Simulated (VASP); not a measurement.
# CaO (a cell with a defect) in VASP: single point with PBEsol

Aim: the single point of CaO (a cell with a defect) with PBEsol.

Everything below comes from runs of VASP 6.6.1. Logs are shortened: lines on timing, memory, paths and dates and some standing lists are left out, and cuts for length are marked.

### Step 1. The cell of the first run

The cell holds a defect, 62 atoms: a = 9.535 Å, b = 9.535 Å, c = 9.535 Å, α = 90.00°, β = 90.00°, γ = 90.00°.

### Step 2. Single point, PBEsol

INCAR

```
SYSTEM = CaO
PREC = Accurate
ENCUT = 520
EDIFF = 1E-6
ISMEAR = -1
SIGMA = 0.05
LREAL = Auto
LASPH = .TRUE.
NELM = 120
ALGO = Normal
ISIF = 2
LWAVE = .FALSE.
LCHARG = .TRUE.
GGA = PS
LELF = .TRUE.
LVHAR = .TRUE.
ISYM = -1
NBANDS = 285
GGA_COMPAT = .FALSE.
```

KPOINTS

```
explicit points
1
Reciprocal
  0.25000000   0.25000000   0.25000000 1
```

POSCAR

```
CaO
1.0
    9.5352000000      0.0000000000      0.0000000000
    0.0000000000      9.5352000000      0.0000000000
    0.0000000000      0.0000000000      9.5352000000
O Ca
31 31
Direct
    0.2486500000      0.9999960000      0.9997020000
    0.2473670000      0.9999900000      0.4997130000
    0.2473970000      0.4999900000      0.9997010000
    0.7509240000      0.9999810000      0.9997050000
    0.7526210000      0.0000130000      0.4996960000
    0.7526040000      0.4999800000      0.9997160000
    0.7664000000      0.5000000000      0.4997070000
    0.0009420000      0.2504590000      0.9997060000
    0.0078400000      0.2535270000      0.4997110000
    0.0009260000      0.7494910000      0.9996840000
    0.0078780000      0.7464570000      0.4996790000
    0.4985480000      0.2483660000      0.9996990000
    0.4952710000      0.2349960000      0.4997190000
    0.4985210000      0.7516070000      0.9997480000
    0.4952600000      0.7649990000      0.4997250000
    0.0009330000      0.9999950000      0.2501560000
    0.0009250000      0.9999690000      0.7492260000
    0.0078350000      0.4999930000      0.2532670000
    0.0078660000      0.4999630000      0.7461480000
    0.4985340000      0.9999910000      0.2480940000
    0.4985300000      0.0000150000      0.7513240000
    0.4953070000      0.4999980000      0.2347180000
    0.4952740000      0.5000030000      0.7647110000
    0.2497290000      0.2537800000      0.2534950000
    0.2496770000      0.2536990000      0.7460020000
    0.2496920000      0.7462930000      0.2534080000
    0.2496890000      0.7462130000      0.7459330000
    0.7496100000      0.2513750000      0.2510940000
    0.7495740000      0.2513530000      0.7483230000
    0.7495760000      0.7486140000      0.2510850000
    0.7495510000      0.7485920000      0.7483070000
    0.9976700000      0.9999650000      0.9996900000
    0.9951790000      0.9999560000      0.4996720000
    0.9951890000      0.4999680000      0.9996790000
    0.9879760000      0.4999710000      0.4996890000
    0.5020080000      0.0000030000      0.9997010000
    0.5055930000      0.0000030000      0.4996960000
    0.5055760000      0.4999990000      0.9997040000
    0.2516030000      0.2471010000      0.9997220000
    0.2556940000      0.2322990000      0.4997450000
    0.2515920000      0.7528860000      0.9996980000
    0.2556650000      0.7677130000      0.4996540000
    0.7479450000      0.2505100000      0.9996720000
    0.7400230000      0.2559840000      0.4997100000
    0.7479220000      0.7494400000      0.9996610000
    0.7399380000      0.7439220000      0.4996810000
    0.2515900000      0.0000210000      0.2468000000
    0.2515810000      0.9999800000      0.7525940000
    0.2557220000      0.5000310000      0.2320170000
    0.2556380000      0.4999500000      0.7674030000
    0.7479460000      0.9999660000      0.2502070000
    0.7479310000      0.9999480000      0.7491750000
    0.7400060000      0.4999710000      0.2556930000
    0.7399580000      0.4999750000      0.7436170000
    0.9992060000      0.2514990000      0.2512150000
    0.9992290000      0.2514610000      0.7481850000
    0.9992090000      0.7484590000      0.2511920000
    0.9992030000      0.7484530000      0.7481580000
    0.4994560000      0.2558350000      0.2555550000
    0.4994040000      0.2557590000      0.7439380000
    0.4994100000      0.7442510000      0.2554810000
    0.4993700000      0.7441530000      0.7438720000
```

Potentials or basis: VASP PAW PBE potentials, release 64 (O, Ca_sv).

Command:

```bash
$ cat potpaw_PBE.64/O/POTCAR potpaw_PBE.64/Ca_sv/POTCAR > POTCAR
$ mpirun -np 1 vasp_std > vasp.out
```

OUTCAR:

```text
SYSTEM = CaO
   PREC = Accurate
   ENCUT = 520
   EDIFF = 1E-6
   ISMEAR = -1
   LREAL = Auto
   LASPH = .TRUE.
   NELM = 120
   ISIF = 2
   GGA = PS
   ISYM = -1

 ion  position               nearest neighbor table
   1  0.249  1.000  1.000-  47 2.36  39 2.36  48 2.36  41 2.36  32 2.39  36 2.42
   2  0.247  1.000  0.500-  42 2.22  40 2.22  33 2.40  48 2.41  47 2.41  37 2.46
   3  0.247  0.500  1.000-  50 2.22  49 2.22  34 2.40  39 2.41  41 2.41  38 2.46
   4  0.751  1.000  1.000-  32 2.35  36 2.37  51 2.39  43 2.39  52 2.39  45 2.39
   5  0.753  0.000  0.500-  33 2.31  37 2.36  52 2.38  51 2.38  44 2.44  46 2.44
   6  0.753  0.500  1.000-  34 2.31  38 2.36  45 2.38  43 2.38  53 2.44  54 2.44
   7  0.766  0.500  0.500-  35 2.11  54 2.34  46 2.34  53 2.34  44 2.34
   8  0.001  0.250  1.000-  34 2.38  32 2.39  39 2.39  55 2.40  56 2.40  43 2.41
   9  0.008  0.254  0.500-  35 2.36  56 2.37  55 2.37  40 2.37  33 2.42  44 2.55
  10  0.001  0.749  1.000-  34 2.38  32 2.39  41 2.39  57 2.40  58 2.40  45 2.41
  11  0.008  0.746  0.500-  35 2.36  58 2.37  57 2.37  42 2.37  33 2.42  46 2.55
  12  0.499  0.248  1.000-  39 2.35  36 2.37  43 2.38  38 2.40  60 2.44  59 2.44
  13  0.495  0.235  0.500-  37 2.24  40 2.28  59 2.34  60 2.34  44 2.34
  14  0.499  0.752  1.000-  41 2.35  36 2.37  45 2.38  38 2.40  61 2.44  62 2.44
  15  0.495  0.765  0.500-  37 2.24  42 2.28  62 2.34  61 2.34  46 2.34
  16  0.001  1.000  0.250-  33 2.38  32 2.39  47 2.39  55 2.40  57 2.40  51 2.41
  17  0.001  1.000  0.749-  33 2.38  32 2.39  48 2.39  56 2.40  58 2.40  52 2.41
  18  0.008  0.500  0.253-  35 2.36  57 2.37  55 2.37  49 2.37  34 2.42  53 2.55
  19  0.008  0.500  0.746-  35 2.36  58 2.37  56 2.37  50 2.37  34 2.42  54 2.55
  20  0.499  1.000  0.248-  47 2.35  36 2.37  51 2.38  37 2.40  61 2.44  59 2.44
  21  0.499  0.000  0.751-  48 2.35  36 2.37  52 2.38  37 2.40  60 2.44  62 2.44
  22  0.495  0.500  0.235-  38 2.24  49 2.28  59 2.34  61 2.34  53 2.34
[... 23 lines left out ...]
  46  0.740  0.744  0.500-   7 2.34  15 2.34  30 2.37  31 2.37   5 2.44  11 2.55
  47  0.252  0.000  0.247-  20 2.35   1 2.36  16 2.39   2 2.41  26 2.42  24 2.42
  48  0.252  1.000  0.753-  21 2.35   1 2.36  17 2.39   2 2.41  25 2.42  27 2.42
  49  0.256  0.500  0.232-   3 2.22  22 2.28  24 2.36  26 2.36  18 2.37
  50  0.256  0.500  0.767-   3 2.22  23 2.29  25 2.36  27 2.36  19 2.37
  51  0.748  1.000  0.250-  20 2.38   5 2.38   4 2.39  30 2.40  28 2.40  16 2.41
  52  0.748  1.000  0.749-  21 2.38   5 2.38   4 2.39  31 2.40  29 2.40  17 2.41
  53  0.740  0.500  0.256-   7 2.34  22 2.34  28 2.37  30 2.37   6 2.44  18 2.55
  54  0.740  0.500  0.744-   7 2.34  23 2.34  31 2.37  29 2.37   6 2.44  19 2.55
  55  0.999  0.251  0.251-  18 2.37   9 2.37  28 2.38  24 2.39  16 2.40   8 2.40
  56  0.999  0.251  0.748-   9 2.37  19 2.37  29 2.38  25 2.39  17 2.40   8 2.40
  57  0.999  0.748  0.251-  18 2.37  11 2.37  30 2.38  26 2.39  10 2.40  16 2.40
  58  0.999  0.748  0.748-  11 2.37  19 2.37  31 2.38  27 2.39  17 2.40  10 2.40
  59  0.499  0.256  0.256-  22 2.34  13 2.34  24 2.38  28 2.39  20 2.44  12 2.44
  60  0.499  0.256  0.744-  13 2.34  23 2.34  25 2.38  29 2.39  21 2.44  12 2.44
  61  0.499  0.744  0.255-  15 2.34  22 2.34  26 2.38  30 2.39  14 2.44  20 2.44
  62  0.499  0.744  0.744-  15 2.34  23 2.34  27 2.38  31 2.39  21 2.44  14 2.44

IMPORTANT INFORMATION: All symmetrisations will be switched off!
NOSYMM: (Re-)initialisation of all symmetry stuff for point group C_1.

----------------------------------------------------------------------------------------

                                     Primitive cell

  volume of cell :     866.9408

  direct lattice vectors                    reciprocal lattice vectors
     9.535200000  0.000000000  0.000000000     0.104874570  0.000000000  0.000000000
     0.000000000  9.535200000  0.000000000     0.000000000  0.104874570  0.000000000
     0.000000000  0.000000000  9.535200000     0.000000000  0.000000000  0.104874570

  length of vectors
     9.535200000  9.535200000  9.535200000     0.104874570  0.104874570  0.104874570

  position of ions in fractional coordinates (direct lattice)
     0.248650000  0.999996000  0.999702000
     0.247367000  0.999990000  0.499713000
     0.247397000  0.499990000  0.999701000
     0.750924000  0.999981000  0.999705000
     0.752621000  0.000013000  0.499696000
     0.752604000  0.499980000  0.999716000
[... 54 lines left out ...]
     0.499410000  0.744251000  0.255481000
     0.499370000  0.744153000  0.743872000

  ion indices of the primitive-cell ions
   primitive index   ion index
                 1           1
                 2           2
                 3           3
                 4           4
                 5           5
                 6           6
[... 54 lines left out ...]
                61          61
                62          62

----------------------------------------------------------------------------------------

 KPOINTS: explicit points

Read explicit list of k-points.

 Found      1 k-points:

 Following reciprocal coordinates:
            Coordinates               Weight
  0.250000  0.250000  0.250000      1.000000
   k-points           NKPTS =      1   k-points in BZ     NKDIM =      1   number of bands    NBANDS=    285
   number of dos      NEDOS =    301   number of ions     NIONS =     62
   total plane-waves  NPLWV = 373248
   dimension x,y,z NGX =    72 NGY =   72 NGZ =   72
   dimension x,y,z NGXF=   144 NGYF=  144 NGZF=  144
   ions per type =              31  31
   NGX,Y,Z   is equivalent  to a cutoff of  12.55, 12.55, 12.55 a.u.
   NGXF,Y,Z  is equivalent  to a cutoff of  25.11, 25.11, 25.11 a.u.
 SYSTEM =  CaO
   PREC   = accura    normal or accurate (medium, high low for compatibility)
   ISTART =      0    job   : 0-new  1-cont  2-samecut
   ICHARG =      2    charge: 1-file 2-atom 10-const
   ISPIN  =      1    spin polarized calculation?
   LNONCOLLINEAR =      F non collinear calculations
   LSORBIT =      F    spin-orbit coupling
   LASPH  =      T    aspherical Exc in radial PAW
   ENCUT  =  520.0 eV  38.22 Ry    6.18 a.u.  17.73 17.73 17.73*2*pi/ulx,y,z
   NELM   =    120;   NELMIN=  2; NELMDL= -5     # of ELM steps
   EDIFF  = 0.1E-05   stopping-criterion for ELM
   LREAL  =      T    real-space projection
   EDIFFG = 0.1E-04   stopping-criterion for IOM
   NSW    =      0    number of steps for IOM
   IBRION =     -1    ionic relax: 0-MD 1-quasi-New 2-CG
   NFREE  =      0    steps in history (QN), initial steepest desc. (CG)
   ISIF   =      2    stress and relaxation
   ISYM   =     -1    0-nonsym 1-usesym 2-fastsym
   POTIM  = 0.5000    time-step for ionic-motion
   TEBEG  =    0.0;   TEEND  =   0.0 temperature during run
   PSTRESS=    0.0 pullay stress
   NELECT =     496.0000    total number of electrons
   NUPDOWN=      -1.0000    fix difference up-down
   EMIN   =  10.00;   EMAX   =-10.00  energy-range for DOS
   EFERMI =   0.00;   METHOD = LEGACY
   ISMEAR =    -1;   SIGMA  =   0.05  broadening in eV -4-tet -1-fermi 0-gaus
   EFERMI_NEDOS =   21; number of points for ismear=-14 and -15
   IALGO  =     38    algorithm
   IMIX   =      4    mixing-type and parameters
     AMIX     =   0.40;   BMIX     =  1.00
     AMIX_MAG =   1.60;   BMIX_MAG =  1.00
  volume/ion in A,a.u.               =      13.98        94.36
  Fermi-wavevector in a.u.,A,eV,Ry     =   1.359061  2.568253 25.130593  1.847047
  Thomas-Fermi vector in A             =   2.485841
   LORBIT       =      0    0 simple, 1 ext, 2 COOP (PROOUT), +10 PAW based schemes
   GGA     = PS    functional components
   LHFCALC =     F    Hartree Fock is set to
   AEXX    =    0.0000 exact exchange contribution
   IVDW    =     0    specifies the selected vdW correction
   LEPSILON=     F    determine dielectric tensor
   LRPA    =     F    only Hartree local field effects (RPA)
 non-spin polarized calculation
  energy-cutoff  :      520.00
  volume of cell :      866.94
 maximum number of plane-waves:     23336
 NGX is ok and might be reduce to    70
   NGX = 35   NGY = 35   NGZ = 35

 number of electron     495.9999878 magnetization

 Free energy of the ion-electron system (eV)
  ---------------------------------------------------
  ext. energy  EPLUGINS =         0.00000000
  ---------------------------------------------------
  free energy    TOTEN  =      -412.07084059 eV

  energy without entropy =     -412.07084059  energy(sigma->0) =     -412.07084059

 E-fermi :   3.4852     XC(G=0): -10.6329

 val. band max:        2.2752737935   @ k =   0.2500   0.2500   0.2500
 cond. band min:       4.7001218854   @ k =   0.2500   0.2500   0.2500
 fundamental gap:      2.4248480919
 Fermi energy:         3.4852032174

 k-point     1 :       0.2500    0.2500    0.2500
  band No.  band energies     occupation
      1     -35.4004      2.00000
      2     -35.3889      2.00000
      3     -35.3856      2.00000
      4     -35.3752      2.00000
      5     -35.2785      2.00000
      6     -35.2530      2.00000
[... 252 lines left out ...]
    259       7.5767      0.00000
    260       7.6351      0.00000
 [bands above 260 left out]

------------------------ aborting loop because EDIFF is reached ----------------------------------------

  FORCE on cell =-STRESS in cart. coord.  units (eV):
  Direction    XX          YY          ZZ          XY          YZ          ZX
  --------------------------------------------------------------------------------------
  -------------------------------------------------------------------------------------
  Total        2.6826480      6.2325821      6.2180319     -0.2511194     -0.2541481     -0.2472745
  in kB        4.9577527     11.5183209     11.4914308     -0.4640891     -0.4696865     -0.4569836
  external PRESSURE =       9.3225014 kB  Pullay stress =       0.0000000 kB

 VOLUME and BASIS-vectors are now :
 -----------------------------------------------------------------------------
  energy-cutoff  :      520.00
  volume of cell :      866.94
      direct lattice vectors                 reciprocal lattice vectors
     9.535200000  0.000000000  0.000000000     0.104874570  0.000000000  0.000000000
     0.000000000  9.535200000  0.000000000     0.000000000  0.104874570  0.000000000
     0.000000000  0.000000000  9.535200000     0.000000000  0.000000000  0.104874570

 POSITION                                       TOTAL-FORCE (eV/Angst)
 -----------------------------------------------------------------------------------
      2.37093      9.53516      9.53236         0.000048     -0.000198     -0.000285
      2.35869      9.53510      4.76486         0.012298      0.000165     -0.002816
      2.35898      4.76750      9.53235         0.010306     -0.000006     -0.002211
      7.16021      9.53502      9.53239        -0.004020     -0.000393     -0.000028
      7.17639      0.00012      4.76470        -0.009285     -0.000538     -0.001692
      7.17623      4.76741      9.53249        -0.007248      0.000488     -0.002023
[... 54 lines left out ...]
      4.76197      7.09658      2.43606         0.005560      0.005097     -0.007385
      4.76159      7.09565      7.09297         0.005327      0.006813      0.006733
 -----------------------------------------------------------------------------------
    total drift:                               -0.005260      0.000025     -0.005248

  FREE ENERGIE OF THE ION-ELECTRON SYSTEM (eV)
  ---------------------------------------------------
  free  energy   TOTEN  =      -412.0708405924 eV

  energy  without entropy=     -412.0708405922  energy(sigma->0) =     -412.07084059
```

It took 12 min on 1 thread of AMD EPYC 7R13 (Zen 3), shared host; peak memory 0.79 GiB.

Results:

```
Free energy            : -412.0708 eV
Pressure               : 0.9 GPa
Largest force          : 0.061 eV/Å
Band gap on the k mesh : 2.42 eV
```

Forces in eV/Å, atoms in the order of the input:
```
O    0.000  0.000  0.000
O    0.012  0.000 -0.003
O    0.010  0.000 -0.002
O   -0.004  0.000  0.000
O   -0.009 -0.001 -0.002
O   -0.007  0.000 -0.002
O   -0.043  0.000 -0.002
O    0.000 -0.003  0.001
O   -0.005  0.001  0.001
O    0.000  0.004  0.002
O   -0.005 -0.002  0.001
O    0.001  0.004  0.000
O    0.003  0.034  0.000
O    0.002 -0.004  0.000
O    0.002 -0.035  0.000
O   -0.002  0.000 -0.002
O    0.001  0.000  0.002
O   -0.004  0.000  0.000
O   -0.006  0.001  0.000
O    0.002 -0.001  0.004
O    0.001 -0.001 -0.003
O    0.001  0.000  0.033
O    0.001  0.000 -0.036
O    0.000 -0.001 -0.001
O    0.001 -0.001  0.002
O    0.001  0.000  0.001
O   -0.002  0.001  0.001
O    0.003 -0.002 -0.002
O    0.003 -0.002  0.002
O    0.004  0.002 -0.002
O    0.003  0.003  0.002
Ca   0.004  0.000  0.000
Ca   0.001  0.000  0.001
Ca   0.000  0.000  0.000
Ca   0.061  0.001  0.000
Ca  -0.003  0.000  0.000
Ca  -0.005  0.000  0.001
Ca  -0.004  0.000  0.000
Ca  -0.005  0.001  0.001
Ca  -0.012  0.047 -0.001
Ca  -0.006 -0.001  0.000
Ca  -0.014 -0.047  0.001
Ca   0.005 -0.003  0.001
Ca   0.006 -0.006  0.000
Ca   0.005  0.002  0.000
Ca   0.007  0.006  0.000
Ca  -0.005  0.001  0.002
Ca  -0.005  0.000  0.000
Ca  -0.013 -0.001  0.047
Ca  -0.011  0.001 -0.045
Ca   0.005  0.001 -0.002
Ca   0.005  0.000  0.002
Ca   0.007  0.002 -0.005
Ca   0.006 -0.001  0.007
Ca  -0.001 -0.005 -0.005
Ca  -0.005 -0.005  0.004
Ca  -0.004  0.004 -0.005
Ca  -0.003  0.004  0.005
Ca   0.003 -0.007 -0.007
Ca   0.005 -0.006  0.007
Ca   0.006  0.005 -0.007
Ca   0.005  0.007  0.007
```

Stress tensor (GPa, compression positive):
```
 0.50 -0.05 -0.05
-0.05  1.15 -0.05
-0.05 -0.05  1.15
```

Caveat: the PAW data sets were made with another functional, which shifts forces and pressure a little.
